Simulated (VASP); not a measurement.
# SnSbS2 (P-3m1) in VASP: single point with PBE

Aim: the single point of SnSbS2 with PBE.

All numbers are computed with VASP 6.6.1; they aren't measurements. Logs are shortened: lines on timing, memory, paths and dates and some standing lists are left out, and cuts for length are marked.

### Step 1. The cell of the first run

It takes space group P-3m1 (No. 164, trigonal). The conventional cell has a = 3.808 Å, b = 3.808 Å, c = 7.721 Å, α = 90.00°, β = 90.00°, γ = 120.00°. Sn (site symmetry -3m) has 6 S at 3.02 Å and 6 Sn at 3.81 Å and 2 Sb at 3.86 Å within 4.0 Å. Within 3.9 Å of Sb (site symmetry -3m) lie 6 S at 2.84 Å and 6 Sb at 3.81 Å and 2 Sn at 3.86 Å. S (site symmetry 3m) has 3 Sb at 2.84 Å and 3 Sn at 3.02 Å and 6 S at 3.81 Å within 3.9 Å.

The cell was built from a structure type or drawn by symmetry, and may not be a known phase.

### Step 2. Single point, PBE

INCAR reads:

```
PREC = Accurate
ENCUT = 520
EDIFF = 1E-6
ISMEAR = 0
SIGMA = 0.1
LREAL = F
LASPH = T
NELM = 60
ALGO = Normal
ISIF = 2
LWAVE = F
LCHARG = T
GGA = PE
LELF = T
LVHAR = T
NBANDS = 24
```

KPOINTS reads:

```
Automatic mesh
0
Gamma
  6 6 4
```

POSCAR reads:

```
SnSbS2
1.0
    3.8077471823     -0.0000000025      0.0000000000
   -1.9038735890      3.2976057923      0.0000000000
    0.0000000000      0.0000000000      7.7205108544
Sn Sb S
1 1 2
Direct
    0.0000000000      0.0000000000      0.0000000000
    0.0000000000      0.0000000000      0.5000000000
    0.3333333333      0.6666666667      0.2673361151
    0.6666666667      0.3333333333      0.7326638849
```

Potentials or basis: VASP PAW PBE potentials, release 64 (Sn_d, Sb, S).

Launch:

```bash
$ cat potpaw_PBE.64/Sn_d/POTCAR potpaw_PBE.64/Sb/POTCAR potpaw_PBE.64/S/POTCAR > POTCAR
$ mpirun -np 1 vasp_std > vasp.out
```

OUTCAR:

```text
PREC = Accurate
   ENCUT = 520
   EDIFF = 1E-6
   ISMEAR = 0
   LREAL = F
   LASPH = T
   NELM = 60
   ISIF = 2
   GGA = PE

 ion  position               nearest neighbor table
   1  0.000  0.000  0.000-   3 3.02   4 3.02   3 3.02   4 3.02   4 3.02   3 3.02
   2  0.000  0.000  0.500-   3 2.84   4 2.84   3 2.84   4 2.84   4 2.84   3 2.84
   3  0.333  0.667  0.267-   2 2.84   2 2.84   2 2.84   1 3.02   1 3.02   1 3.02
   4  0.667  0.333  0.733-   2 2.84   2 2.84   2 2.84   1 3.02   1 3.02   1 3.02

  LATTYP: Found a hexagonal cell.
 ALAT       =     3.8077471823
 C/A-ratio  =     2.0275796908

  Lattice vectors:

 A1 = (   3.8077471823,  -0.0000000025,   0.0000000000)
 A2 = (  -1.9038735890,   3.2976057923,   0.0000000000)
 A3 = (   0.0000000000,   0.0000000000,   7.7205108544)

Analysis of symmetry for initial positions (statically):
=====================================================================
 Subroutine PRICEL returns:
 Original cell was already a primitive cell.

 Routine SETGRP: Setting up the symmetry group for a
 hexagonal supercell.

 Subroutine GETGRP returns: Found 12 space group operations
 (whereof 12 operations were pure point group operations)
 out of a pool of 24 trial point group operations.

The static configuration has the point symmetry D_3d.

Analysis of symmetry for dynamics (positions and initial velocities):
=====================================================================
 Subroutine PRICEL returns:
 Original cell was already a primitive cell.

 Routine SETGRP: Setting up the symmetry group for a
 hexagonal supercell.

 Subroutine GETGRP returns: Found 12 space group operations
 (whereof 12 operations were pure point group operations)
 out of a pool of 24 trial point group operations.

The dynamic configuration has the point symmetry D_3d.

 Subroutine INISYM returns: Found 12 space group operations
 (whereof 12 operations are pure point group operations),
 and found     1 'primitive' translations

----------------------------------------------------------------------------------------

                                     Primitive cell

  volume of cell :      96.9422

  direct lattice vectors                    reciprocal lattice vectors
     3.807747182 -0.000000003  0.000000000     0.262622478  0.151625158  0.000000000
    -1.903873589  3.297605792  0.000000000     0.000000000  0.303250317  0.000000000
     0.000000000  0.000000000  7.720510854     0.000000000  0.000000000  0.129525108

  length of vectors
     3.807747182  3.807747182  7.720510854     0.303250317  0.303250317  0.129525108

  position of ions in fractional coordinates (direct lattice)
     0.000000000  0.000000000  0.000000000
     0.000000000  0.000000000  0.500000000
     0.333333333  0.666666667  0.267336115
     0.666666667  0.333333333  0.732663885

  ion indices of the primitive-cell ions
   primitive index   ion index
                 1           1
                 2           2
                 3           3
                 4           4

----------------------------------------------------------------------------------------

 KPOINTS: Automatic mesh

Automatic generation of k-mesh.
 Grid dimensions read from file:
 generate k-points for:    6    6    4

 Generating k-lattice:

  Cartesian coordinates                     Fractional coordinates (reciprocal lattice)
     0.043770413  0.025270860  0.000000000     0.166666667  0.000000000  0.000000000
     0.000000000  0.050541719  0.000000000     0.000000000  0.166666667  0.000000000
     0.000000000  0.000000000  0.032381277     0.000000000  0.000000000  0.250000000

  Length of vectors
     0.050541719  0.050541719  0.032381277

  Shift w.r.t. Gamma in fractional coordinates (k-lattice)
     0.000000000  0.000000000  0.000000000

 Subroutine IBZKPT returns following result:
 ===========================================

 Found     24 irreducible k-points:

 Following reciprocal coordinates:
            Coordinates               Weight
  0.000000  0.000000  0.000000      1.000000
  0.166667 -0.000000  0.000000      6.000000
  0.333333  0.000000  0.000000      6.000000
  0.500000  0.000000  0.000000      3.000000
  0.166667  0.166667  0.000000      6.000000
  0.333333  0.166667  0.000000     12.000000
[... 16 lines left out ...]
  0.333333  0.166667  0.500000     12.000000
  0.333333  0.333333  0.500000      2.000000
   k-points           NKPTS =     24   k-points in BZ     NKDIM =     24   number of bands    NBANDS=     24
   number of dos      NEDOS =    301   number of ions     NIONS =      4
   total plane-waves  NPLWV =  47040
   dimension x,y,z NGX =    28 NGY =   28 NGZ =   60
   dimension x,y,z NGXF=    56 NGYF=   56 NGZF=  120
   ions per type =               1   1   2
   NGX,Y,Z   is equivalent  to a cutoff of  12.22, 12.22, 12.92 a.u.
   NGXF,Y,Z  is equivalent  to a cutoff of  24.45, 24.45, 25.84 a.u.
 SYSTEM =  unknown system
   PREC   = accura    normal or accurate (medium, high low for compatibility)
   ISTART =      0    job   : 0-new  1-cont  2-samecut
   ICHARG =      2    charge: 1-file 2-atom 10-const
   ISPIN  =      1    spin polarized calculation?
   LNONCOLLINEAR =      F non collinear calculations
   LSORBIT =      F    spin-orbit coupling
   LASPH  =      T    aspherical Exc in radial PAW
   ENCUT  =  520.0 eV  38.22 Ry    6.18 a.u.   7.08  7.08 14.36*2*pi/ulx,y,z
   NELM   =     60;   NELMIN=  2; NELMDL= -5     # of ELM steps
   EDIFF  = 0.1E-05   stopping-criterion for ELM
   LREAL  =      F    real-space projection
   EDIFFG = 0.1E-04   stopping-criterion for IOM
   NSW    =      0    number of steps for IOM
   IBRION =     -1    ionic relax: 0-MD 1-quasi-New 2-CG
   NFREE  =      0    steps in history (QN), initial steepest desc. (CG)
   ISIF   =      2    stress and relaxation
   ISYM   =      2    0-nonsym 1-usesym 2-fastsym
   POTIM  = 0.5000    time-step for ionic-motion
   TEBEG  =    0.0;   TEEND  =   0.0 temperature during run
   PSTRESS=    0.0 pullay stress
   NELECT =      31.0000    total number of electrons
   NUPDOWN=      -1.0000    fix difference up-down
   EMIN   =  10.00;   EMAX   =-10.00  energy-range for DOS
   EFERMI =   0.00;   METHOD = LEGACY
   ISMEAR =     0;   SIGMA  =   0.10  broadening in eV -4-tet -1-fermi 0-gaus
   EFERMI_NEDOS =   21; number of points for ismear=-14 and -15
   IALGO  =     38    algorithm
   IMIX   =      4    mixing-type and parameters
     AMIX     =   0.40;   BMIX     =  1.00
     AMIX_MAG =   1.60;   BMIX_MAG =  1.00
  volume/ion in A,a.u.               =      24.24       163.55
  Fermi-wavevector in a.u.,A,eV,Ry     =   1.119501  2.115550 17.051940  1.253282
  Thomas-Fermi vector in A             =   2.256140
   LORBIT       =      0    0 simple, 1 ext, 2 COOP (PROOUT), +10 PAW based schemes
   GGA     = PE    functional components
   LHFCALC =     F    Hartree Fock is set to
   AEXX    =    0.0000 exact exchange contribution
   IVDW    =     0    specifies the selected vdW correction
   LEPSILON=     F    determine dielectric tensor
   LRPA    =     F    only Hartree local field effects (RPA)
 non-spin polarized calculation
 Gauss-broadening in eV      SIGMA  =   0.10
  energy-cutoff  :      520.00
  volume of cell :       96.94
 maximum number of plane-waves:      2637
   NGX = 15   NGY = 15   NGZ = 29

 number of electron      31.0000000 magnetization

 Free energy of the ion-electron system (eV)
  ---------------------------------------------------
  ext. energy  EPLUGINS =         0.00000000
  ---------------------------------------------------
  free energy    TOTEN  =       -16.64619889 eV

  energy without entropy =      -16.64261477  energy(sigma->0) =      -16.64440683

 E-fermi :   7.0072     XC(G=0):  -9.8669

 val. band max:        6.9871884914   @ k =  -0.0000   0.3333   0.2500
 cond. band min:       7.2221556272   @ k =   0.3333   0.1667   0.5000
 fundamental gap:      0.2349671358
 Fermi energy:         7.0072381847

 k-point     1 :       0.0000    0.0000    0.0000
  band No.  band energies     occupation
      1     -14.9382      2.00000
      2     -14.8995      2.00000
      3     -14.8995      2.00000
      4     -14.8968      2.00000
      5     -14.8968      2.00000
      6      -7.7402      2.00000
[... 16 lines left out ...]
     23      13.5823      0.00000
     24      13.5823      0.00000

 k-point     2 :       0.1667   -0.0000    0.0000
  band No.  band energies     occupation
      1     -14.9329      2.00000
      2     -14.9061      2.00000
      3     -14.9003      2.00000
      4     -14.8976      2.00000
      5     -14.8867      2.00000
      6      -7.4802      2.00000
[... 16 lines left out ...]
     23      12.6605      0.00000
     24      14.3325      0.00000

 k-point     3 :       0.3333    0.0000    0.0000
  band No.  band energies     occupation
      1     -14.9277      2.00000
      2     -14.9189      2.00000
      3     -14.9030      2.00000
      4     -14.8942      2.00000
      5     -14.8652      2.00000
      6      -6.7974      2.00000
[... 16 lines left out ...]
     23      13.7629      0.00000
     24      14.6902      0.00000

 k-point     4 :       0.5000    0.0000    0.0000
  band No.  band energies     occupation
      1     -14.9297      2.00000
      2     -14.9233      2.00000
      3     -14.9043      2.00000
      4     -14.8899      2.00000
      5     -14.8543      2.00000
      6      -6.1855      2.00000
[... 16 lines left out ...]
     23      13.0489      0.00000
     24      15.6099      0.00000

 k-point     5 :       0.1667    0.1667    0.0000
  band No.  band energies     occupation
      1     -14.9251      2.00000
      2     -14.9148      2.00000
      3     -14.9036      2.00000
      4     -14.8970      2.00000
      5     -14.8721      2.00000
      6      -7.0046      2.00000
[... 451 lines left out ...]
 k-point    22 :       0.1667    0.1667    0.5000
  band No.  band energies     occupation
      1     -14.9251      2.00000
      2     -14.9149      2.00000
      3     -14.9036      2.00000
      4     -14.8970      2.00000
      5     -14.8721      2.00000
      6      -6.8709      2.00000
[... 16 lines left out ...]
     23      13.1129      0.00000
     24      14.2410      0.00000

 k-point    23 :       0.3333    0.1667    0.5000
  band No.  band energies     occupation
      1     -14.9231      2.00000
      2     -14.9187      2.00000
      3     -14.9079      2.00000
      4     -14.8901      2.00000
      5     -14.8620      2.00000
      6      -6.2179      2.00000
[... 16 lines left out ...]
     23      13.7159      0.00000
     24      15.4063      0.00000

 k-point    24 :       0.3333    0.3333    0.5000
  band No.  band energies     occupation
      1     -14.9170      2.00000
      2     -14.9170      2.00000
      3     -14.9119      2.00000
      4     -14.8761      2.00000
      5     -14.8761      2.00000
      6      -5.9241      2.00000
[... 16 lines left out ...]
     23      14.1439      0.00000
     24      15.8269      0.00000

------------------------ aborting loop because EDIFF is reached ----------------------------------------

  FORCE on cell =-STRESS in cart. coord.  units (eV):
  Direction    XX          YY          ZZ          XY          YZ          ZX
  --------------------------------------------------------------------------------------
  -------------------------------------------------------------------------------------
  Total       -0.0392233     -0.0392233      0.0920250      0.0000000      0.0000000     -0.0000000
  in kB       -0.6482491     -0.6482491      1.5209096      0.0000000      0.0000000     -0.0000000
  external PRESSURE =       0.0748038 kB  Pullay stress =       0.0000000 kB

 VOLUME and BASIS-vectors are now :
 -----------------------------------------------------------------------------
  energy-cutoff  :      520.00
  volume of cell :       96.94
      direct lattice vectors                 reciprocal lattice vectors
     3.807747182 -0.000000003  0.000000000     0.262622478  0.151625158  0.000000000
    -1.903873589  3.297605792  0.000000000     0.000000000  0.303250317  0.000000000
     0.000000000  0.000000000  7.720510854     0.000000000  0.000000000  0.129525108

 POSITION                                       TOTAL-FORCE (eV/Angst)
 -----------------------------------------------------------------------------------
      0.00000      0.00000      0.00000        -0.000000      0.000000      0.000000
      0.00000      0.00000      3.86026        -0.000000      0.000000      0.000000
      0.00000      2.19840      2.06397        -0.000000     -0.000000      0.034706
      1.90387      1.09920      5.65654         0.000000      0.000000     -0.034706
 -----------------------------------------------------------------------------------
    total drift:                               -0.000000     -0.000000     -0.000000

  FREE ENERGIE OF THE ION-ELECTRON SYSTEM (eV)
  ---------------------------------------------------
  free  energy   TOTEN  =       -16.6461988899 eV

  energy  without entropy=      -16.6426147695  energy(sigma->0) =      -16.64440683
```

Wall time 42 s (1 thread of Intel Xeon Platinum 8488C (Sapphire Rapids), shared host); peak memory 0.23 GiB.

What came out:

| Quantity | Value |
| --- | --- |
| Free energy | -16.6462 eV |
| Pressure | 0.0 GPa |
| Largest force | 0.035 eV/Å |
| Band gap on the k mesh | zero (an odd number of electrons rules out a gap without spin polarisation) |

Forces in eV/Å, atoms in the order of the input:
```
Sn   0.000  0.000  0.000
Sb   0.000  0.000  0.000
S    0.000  0.000  0.035
S    0.000  0.000 -0.035
```

Caveat: spin-orbit coupling is left out, which moves the levels of the heavy elements.
